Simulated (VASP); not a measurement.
Set up this calculation in VASP 6.6.1, as the native input.

```
Task                   : single point
Functional             : PBEsol
Potentials or basis    : VASP PAW PBE potentials, release 64 (Al, As)
Cutoff                 : 520 eV
k mesh                 : 3 × 3 × 1
Occupations            : fermi-dirac, width 0.1 eV
Spin                   : no spin polarisation
Dipole correction      : no
Further INCAR settings : ALGO = Normal; EDIFF = 1e-06; NBANDS = 32
```

The structure of Al12As lies in POSCAR:

```
Al12As
1.0
    5.7275650000      0.0000000000      0.0000000000
    2.8637820000      4.9602170000      0.0000000000
    0.0000000000      0.0000000000     17.6765370000
Al As
12 1
Direct
    0.1666684945      0.1666660955      0.0565721668
    0.6666715499      0.1666660955      0.0565721668
    0.1666709227      0.6666643818      0.0565721668
    0.6666739781      0.6666643818      0.0565721668
   -0.2107103301      0.2611780896      0.1911234084
    0.2931927024      0.3070833393      0.1946082539
   -0.1833913559      0.7504711991      0.1984834473
    0.3376770200      0.7817399924      0.1866768361
   -0.0123023429     -0.0231643091      0.3334646373
    0.4713130322     -0.0594933649      0.3282882841
   -0.0311780522      0.4835473932      0.3208094436
    0.4805823045      0.5006434194      0.3230440442
    0.6446320814      0.1293491797      0.4236576429
```

One way to write it, as run:

INCAR

```
SYSTEM = Al12As
  PREC = Accurate
  ENCUT = 520
  EDIFF = 1E-6
  ISMEAR = -1
  SIGMA = 0.1
  LREAL = .False.
  LASPH = .True.
  NELM = 100
  ALGO = Normal
  ISIF = 2
  LWAVE = .False.
  LCHARG = .True.
  GGA = PS
  LELF = .True.
  LVHAR = .True.
  NBANDS = 32
```

KPOINTS

```
regular mesh
0
Gamma
  3 3 1
  0 0 0
```

Potentials or basis: VASP PAW PBE potentials, release 64 (Al, As).

Run with:

```bash
$ cat potpaw_PBE.64/Al/POTCAR potpaw_PBE.64/As/POTCAR > POTCAR
$ mpirun -np 1 vasp_std > vasp.out
```

It gave:

```yaml
Largest_force: 1.287 eV/Å
Band_gap_on_the_k_mesh: zero (an odd number of electrons rules out a gap without spin polarisation)
```

Caveat: the k points lie up to 0.42 Å⁻¹ apart, too coarse for converged energies and pressures of a metal; there is no dipole correction, which matters where the two faces differ; the PAW data sets were made with another functional, which shifts forces and pressure a little.

Wall time 2.4 min on 1 thread of Intel(R) Xeon(R) Platinum 8488C (Sapphire Rapids) (shared host), peak memory 0.64 GiB.
